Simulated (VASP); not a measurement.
# BaTiO3 (Barioperovskite) (Amm2) in VASP: further runs

The runs below take BaTiO3 (Barioperovskite) through single point, with LDA, PBEsol.

Everything below comes from runs of VASP 6.6.1. Logs are shortened: lines on timing, memory, paths and dates and some standing lists are left out, and cuts for length are marked.

## 1. The cell of the first run

The structure is orthorhombic, space group Amm2 (No. 38). Conventional cell: a = 3.932 Å, b = 5.597 Å, c = 5.613 Å, α = 90.00°, β = 90.00°, γ = 90.00°. Within 3.6 Å of Ba (site symmetry mm2) lie 12 O at 2.74 to 2.88 Å and 8 Ti at 3.37 to 3.48 Å. Within 2.5 Å of Ti (site symmetry mm2) lie 6 O at 1.90 to 2.06 Å. Within 2.5 Å of O (site symmetry m) lie 2 Ti at 1.90 to 2.06 Å. Within 2.6 Å of O (site symmetry mm2) lie 2 Ti at 1.97 Å.

## 2. Single point, LDA (volume scaled by 0.96)

Contents of INCAR:

```
SYSTEM = BaTiO3
PREC = Accurate ; ENCUT = 520
EDIFF = 1E-6 ; ISMEAR = -1
SIGMA = 0.05 ; LREAL = .False.
LASPH = .True. ; NELM = 80
ALGO = Normal ; ISIF = 2
LWAVE = .False. ; LCHARG = .False.
GGA = CA ; NBANDS = 28
```

Contents of KPOINTS:

```
regular mesh
0
Gamma
  7 7 7
  0 0 0
```

Contents of POSCAR:

```
BaTiO3
1.0
    3.9316352889      0.0000000000      0.0000000000
    0.0000000000      2.7985588135      2.8066973133
    0.0000000000     -2.7985588135      2.8066973133
Ba Ti O
1 1 3
Direct
    0.0000000000      0.0000000000      0.0000000000
    0.5000000000      0.5124000000      0.5124000000
    0.5000000000      0.9918400000      0.5052400000
    0.5000000000      0.5052400000      0.9918400000
    0.0000000000      0.4874000000      0.4874000000
```

Potentials or basis: VASP PAW LDA potentials, release 64 (Ba_sv, Ti_sv, O).

The run is started by

```console
cat potpaw_LDA.64/Ba_sv/POTCAR potpaw_LDA.64/Ti_sv/POTCAR potpaw_LDA.64/O/POTCAR > POTCAR
mpirun -np 1 vasp_std > vasp.out
```

OUTCAR:

```text
SYSTEM = BaTiO3
   PREC = Accurate
   ENCUT = 520
   EDIFF = 1E-6
   ISMEAR = -1
   LREAL = .False.
   LASPH = .True.
   NELM = 80
   ISIF = 2
   GGA = CA

 ion  position               nearest neighbor table
   1  0.000  0.000  0.000-   5 2.74   4 2.78   3 2.78   3 2.78   4 2.78   5 2.80   5 2.80   4 2.81
                             3 2.81   3 2.81   4 2.81   5 2.88   2 3.37   2 3.37   2 3.42   2 3.42
   2  0.500  0.512  0.512-   3 1.90   4 1.90   5 1.97   5 1.97   3 2.06   4 2.06   1 3.37   1 3.37
                             1 3.42   1 3.42   1 3.42   1 3.42   1 3.48   1 3.48
   3  0.500  0.992  0.505-   2 1.90   2 2.06   1 2.78   1 2.78   1 2.81   1 2.81
   4  0.500  0.505  0.992-   2 1.90   2 2.06   1 2.78   1 2.78   1 2.81   1 2.81
   5  0.000  0.487  0.487-   2 1.97   2 1.97   1 2.74   1 2.80   1 2.80   1 2.88

  LATTYP: Found a base centered orthorhombic cell.
 ALAT       =     5.5971176270
 B/A-ratio  =     1.0029081039
 C/A-ratio  =     0.7024392823

  Lattice vectors:

 A1 = (   0.0000000000,   2.7985588135,  -2.8066973133)
 A2 = (   0.0000000000,   2.7985588135,   2.8066973133)
 A3 = (   3.9316352889,   0.0000000000,   0.0000000000)

Analysis of symmetry for initial positions (statically):
=====================================================================
 Subroutine PRICEL returns:
 Original cell was already a primitive cell.

 Routine SETGRP: Setting up the symmetry group for a
 base centered orthorhombic supercell.

 Subroutine GETGRP returns: Found  4 space group operations
 (whereof  4 operations were pure point group operations)
 out of a pool of  8 trial point group operations.

The static configuration has the point symmetry C_2v.

Analysis of symmetry for dynamics (positions and initial velocities):
=====================================================================
 Subroutine PRICEL returns:
 Original cell was already a primitive cell.

 Routine SETGRP: Setting up the symmetry group for a
 base centered orthorhombic supercell.

 Subroutine GETGRP returns: Found  4 space group operations
 (whereof  4 operations were pure point group operations)
 out of a pool of  8 trial point group operations.

The dynamic configuration has the point symmetry C_2v.

 Subroutine INISYM returns: Found  4 space group operations
 (whereof  4 operations are pure point group operations),
 and found     1 'primitive' translations

----------------------------------------------------------------------------------------

                                     Primitive cell

  volume of cell :      61.7637

  direct lattice vectors                    reciprocal lattice vectors
     3.931635289  0.000000000  0.000000000     0.254347091  0.000000000  0.000000000
     0.000000000  2.798558814  2.806697313     0.000000000  0.178663388  0.178145323
     0.000000000 -2.798558814  2.806697313     0.000000000 -0.178663388  0.178145323

  length of vectors
     3.931635289  3.963518795  3.963518795     0.254347091  0.252302125  0.252302125

  position of ions in fractional coordinates (direct lattice)
     0.000000000  0.000000000  0.000000000
     0.500000000  0.512400000  0.512400000
     0.500000000  0.991840000  0.505240000
     0.500000000  0.505240000  0.991840000
     0.000000000  0.487400000  0.487400000

  ion indices of the primitive-cell ions
   primitive index   ion index
                 1           1
                 2           2
                 3           3
                 4           4
                 5           5

----------------------------------------------------------------------------------------

 KPOINTS: regular mesh

Automatic generation of k-mesh.
 Grid dimensions read from file:
 generate k-points for:    7    7    7

 Generating k-lattice:

  Cartesian coordinates                     Fractional coordinates (reciprocal lattice)
     0.036335299  0.000000000  0.000000000     0.142857143  0.000000000  0.000000000
     0.000000000  0.025523341  0.025449332     0.000000000  0.142857143  0.000000000
     0.000000000 -0.025523341  0.025449332     0.000000000  0.000000000  0.142857143

  Length of vectors
     0.036335299  0.036043161  0.036043161

  Shift w.r.t. Gamma in fractional coordinates (k-lattice)
     0.000000000  0.000000000  0.000000000

 Subroutine IBZKPT returns following result:
 ===========================================

 Found     64 irreducible k-points:

 Following reciprocal coordinates:
            Coordinates               Weight
  0.000000  0.000000  0.000000      1.000000
  0.142857  0.000000  0.000000      2.000000
  0.285714  0.000000  0.000000      2.000000
  0.428571  0.000000  0.000000      2.000000
  0.000000  0.142857  0.000000      4.000000
  0.142857  0.142857  0.000000      8.000000
[... 16 lines left out ...]
  0.285714  0.285714  0.142857      8.000000
  0.428571  0.285714  0.142857      8.000000
 [... further k-points ...]
   k-points           NKPTS =     64   k-points in BZ     NKDIM =     64   number of bands    NBANDS=     28
   number of dos      NEDOS =    301   number of ions     NIONS =      5
   total plane-waves  NPLWV =  27000
   dimension x,y,z NGX =    30 NGY =   30 NGZ =   30
   dimension x,y,z NGXF=    60 NGYF=   60 NGZF=   60
   ions per type =               1   1   3
   NGX,Y,Z   is equivalent  to a cutoff of  12.69, 12.58, 12.58 a.u.
   NGXF,Y,Z  is equivalent  to a cutoff of  25.37, 25.17, 25.17 a.u.
 SYSTEM =  BaTiO3
   PREC   = accura    normal or accurate (medium, high low for compatibility)
   ISTART =      0    job   : 0-new  1-cont  2-samecut
   ICHARG =      2    charge: 1-file 2-atom 10-const
   ISPIN  =      1    spin polarized calculation?
   LNONCOLLINEAR =      F non collinear calculations
   LSORBIT =      F    spin-orbit coupling
   LASPH  =      T    aspherical Exc in radial PAW
   ENCUT  =  520.0 eV  38.22 Ry    6.18 a.u.   7.31  7.37  7.37*2*pi/ulx,y,z
   NELM   =     80;   NELMIN=  2; NELMDL= -5     # of ELM steps
   EDIFF  = 0.1E-05   stopping-criterion for ELM
   LREAL  =      F    real-space projection
   EDIFFG = 0.1E-04   stopping-criterion for IOM
   NSW    =      0    number of steps for IOM
   IBRION =     -1    ionic relax: 0-MD 1-quasi-New 2-CG
   NFREE  =      0    steps in history (QN), initial steepest desc. (CG)
   ISIF   =      2    stress and relaxation
   ISYM   =      2    0-nonsym 1-usesym 2-fastsym
   POTIM  = 0.5000    time-step for ionic-motion
   TEBEG  =    0.0;   TEEND  =   0.0 temperature during run
   PSTRESS=    0.0 pullay stress
   NELECT =      40.0000    total number of electrons
   NUPDOWN=      -1.0000    fix difference up-down
   EMIN   =  10.00;   EMAX   =-10.00  energy-range for DOS
   EFERMI =   0.00;   METHOD = LEGACY
   ISMEAR =    -1;   SIGMA  =   0.05  broadening in eV -4-tet -1-fermi 0-gaus
   EFERMI_NEDOS =   21; number of points for ismear=-14 and -15
   IALGO  =     38    algorithm
   IMIX   =      4    mixing-type and parameters
     AMIX     =   0.40;   BMIX     =  1.00
     AMIX_MAG =   1.60;   BMIX_MAG =  1.00
  volume/ion in A,a.u.               =      12.35        83.36
  Fermi-wavevector in a.u.,A,eV,Ry     =   1.416393  2.676595 27.295585  2.006169
  Thomas-Fermi vector in A             =   2.537732
   LORBIT       =      0    0 simple, 1 ext, 2 COOP (PROOUT), +10 PAW based schemes
   GGA     = CA    functional components
   LHFCALC =     F    Hartree Fock is set to
   AEXX    =    0.0000 exact exchange contribution
   IVDW    =     0    specifies the selected vdW correction
   LEPSILON=     F    determine dielectric tensor
   LRPA    =     F    only Hartree local field effects (RPA)
 non-spin polarized calculation
  energy-cutoff  :      520.00
  volume of cell :       61.76
 maximum number of plane-waves:      1703
 NGX is ok and might be reduce to    30
   NGX = 15   NGY = 15   NGZ = 15

 number of electron      40.0000003 magnetization

 Free energy of the ion-electron system (eV)
  ---------------------------------------------------
  ext. energy  EPLUGINS =         0.00000000
  ---------------------------------------------------
  free energy    TOTEN  =       -44.14864644 eV

  energy without entropy =      -44.14864644  energy(sigma->0) =      -44.14864644

 E-fermi :   4.7637     XC(G=0): -11.9258

 val. band max:        3.7438119303   @ k =   0.4286   0.4286   0.4286
 cond. band min:       5.6584747324   @ k =   0.0000   0.0000   0.0000
 fundamental gap:      1.9146628021
 Fermi energy:         4.7636944874

 k-point     1 :       0.0000    0.0000    0.0000
  band No.  band energies     occupation
      1     -51.8300      2.00000
      2     -28.4869      2.00000
      3     -28.4836      2.00000
      4     -28.4679      2.00000
      5     -20.7697      2.00000
      6     -12.8394      2.00000
[... 20 lines left out ...]
     27       8.8086      0.00000
     28      11.4202      0.00000

 k-point     2 :       0.1429    0.0000    0.0000
  band No.  band energies     occupation
      1     -51.8297      2.00000
      2     -28.4863      2.00000
      3     -28.4833      2.00000
      4     -28.4808      2.00000
      5     -20.7409      2.00000
      6     -12.8630      2.00000
[... 20 lines left out ...]
     27       9.2164      0.00000
     28      11.9238      0.00000

 k-point     3 :       0.2857    0.0000    0.0000
  band No.  band energies     occupation
      1     -51.8291      2.00000
      2     -28.5104      2.00000
      3     -28.4851      2.00000
      4     -28.4817      2.00000
      5     -20.6748      2.00000
      6     -12.9993      2.00000
[... 20 lines left out ...]
     27      10.2431      0.00000
     28      12.2830      0.00000

 k-point     4 :       0.4286    0.0000    0.0000
  band No.  band energies     occupation
      1     -51.8286      2.00000
      2     -28.5337      2.00000
      3     -28.4841      2.00000
      4     -28.4808      2.00000
      5     -20.6203      2.00000
      6     -13.1483      2.00000
[... 20 lines left out ...]
     27      11.3565      0.00000
     28      12.1523      0.00000

 k-point     5 :       0.0000    0.1429    0.0000
  band No.  band energies     occupation
      1     -51.8297      2.00000
      2     -28.4975      2.00000
      3     -28.4845      2.00000
      4     -28.4674      2.00000
      5     -20.7423      2.00000
      6     -12.8671      2.00000
[... 20 lines left out ...]
     27       9.2284      0.00000
     28      11.9144      0.00000

 k-point     6 :       0.1429    0.1429    0.0000
  band No.  band energies     occupation
      1     -51.8295      2.00000
      2     -28.4970      2.00000
      3     -28.4841      2.00000
      4     -28.4803      2.00000
      5     -20.7154      2.00000
      6     -12.8595      2.00000
[... 463 lines left out ...]
      5     -20.6586      2.00000
      6     -12.9372      2.00000
[... 20 lines left out ...]
     27      10.6724      0.00000
     28      12.5954      0.00000

 k-point    22 :       0.1429    0.2857    0.1429
  band No.  band energies     occupation
      1     -51.8287      2.00000
      2     -28.5230      2.00000
      3     -28.4949      2.00000
      4     -28.4786      2.00000
      5     -20.6372      2.00000
      6     -12.8612      2.00000
[... 20 lines left out ...]
     27      10.8796      0.00000
     28      12.4128      0.00000

 k-point    23 :       0.2857    0.2857    0.1429
  band No.  band energies     occupation
      1     -51.8280      2.00000
      2     -28.5213      2.00000
      3     -28.5073      2.00000
      4     -28.4935      2.00000
      5     -20.5883      2.00000
      6     -12.7314      2.00000
[... 20 lines left out ...]
     27      11.6646      0.00000
     28      12.3807      0.00000

 k-point    24 :       0.4286    0.2857    0.1429
  band No.  band energies     occupation
      1     -51.8275      2.00000
      2     -28.5302      2.00000
      3     -28.5199      2.00000
      4     -28.4925      2.00000
      5     -20.5482      2.00000
      6     -12.6967      2.00000
[... 20 lines left out ...]
     27      12.3357      0.00000
     28      12.4767      0.00000

 [... further k-points ...]

------------------------ aborting loop because EDIFF is reached ----------------------------------------

  FORCE on cell =-STRESS in cart. coord.  units (eV):
  Direction    XX          YY          ZZ          XY          YZ          ZX
  --------------------------------------------------------------------------------------
  -------------------------------------------------------------------------------------
  Total        0.2954001      0.3685911      0.0984963      0.0000000      0.0000000      0.0000000
  in kB        7.6628092      9.5614166      2.5550367      0.0000000      0.0000000      0.0000000
  external PRESSURE =       6.5930875 kB  Pullay stress =       0.0000000 kB

 VOLUME and BASIS-vectors are now :
 -----------------------------------------------------------------------------
  energy-cutoff  :      520.00
  volume of cell :       61.76
      direct lattice vectors                 reciprocal lattice vectors
     3.931635289  0.000000000  0.000000000     0.254347091  0.000000000  0.000000000
     0.000000000  2.798558814  2.806697313     0.000000000  0.178663388  0.178145323
     0.000000000 -2.798558814  2.806697313     0.000000000 -0.178663388  0.178145323

 POSITION                                       TOTAL-FORCE (eV/Angst)
 -----------------------------------------------------------------------------------
      0.00000      0.00000      0.00000         0.000000     -0.000000      0.169020
      1.96582      0.00000      2.87630         0.000000     -0.000000     -0.023262
      1.96582      1.36178      4.20185         0.000000      0.118266     -0.177994
      1.96582     -1.36178      4.20185         0.000000     -0.118266     -0.177994
      0.00000      0.00000      2.73597         0.000000     -0.000000      0.210230
 -----------------------------------------------------------------------------------
    total drift:                                0.000000      0.000000      0.000222

  FREE ENERGIE OF THE ION-ELECTRON SYSTEM (eV)
  ---------------------------------------------------
  free  energy   TOTEN  =       -44.1486464415 eV

  energy  without entropy=      -44.1486464410  energy(sigma->0) =      -44.14864644
```

Run time: 1.7 min. Hardware: 1 thread of AMD EPYC 9R14 (Zen 4), shared host; peak memory 0.2 GiB.

Results:

| Item | Value |
| --- | --- |
| Free energy | -44.1486 eV |
| Pressure | 0.7 GPa |
| Largest force | 0.214 eV/Å |
| Band gap on the k mesh | 1.91 eV, indirect (least direct gap 2.00 eV) |

Forces in eV/Å, atoms in the order of the input:
```
Ba   0.000  0.000  0.169
Ti   0.000  0.000 -0.023
O    0.000  0.118 -0.178
O    0.000 -0.118 -0.178
O    0.000  0.000  0.210
```

Stress tensor (GPa, compression positive):
```
0.77 0.00 0.00
0.00 0.96 0.00
0.00 0.00 0.26
```

Levels at points of the mesh, in eV from the valence-band top:
| k point | band 17 | band 18 | band 19 | band 20 | band 21 | band 22 | band 23 | band 24 |
| --- | --- | --- | --- | --- | --- | --- | --- | --- |
| (0.00, 0.00, 0.00) | -1.10 | -0.26 | -0.13 | -0.08 | 1.91 | 1.98 | 2.16 | 4.40 |

Caveat: spin-orbit coupling is left out, which moves the levels of the heavy elements.

(Continued in part 2 of 2.)
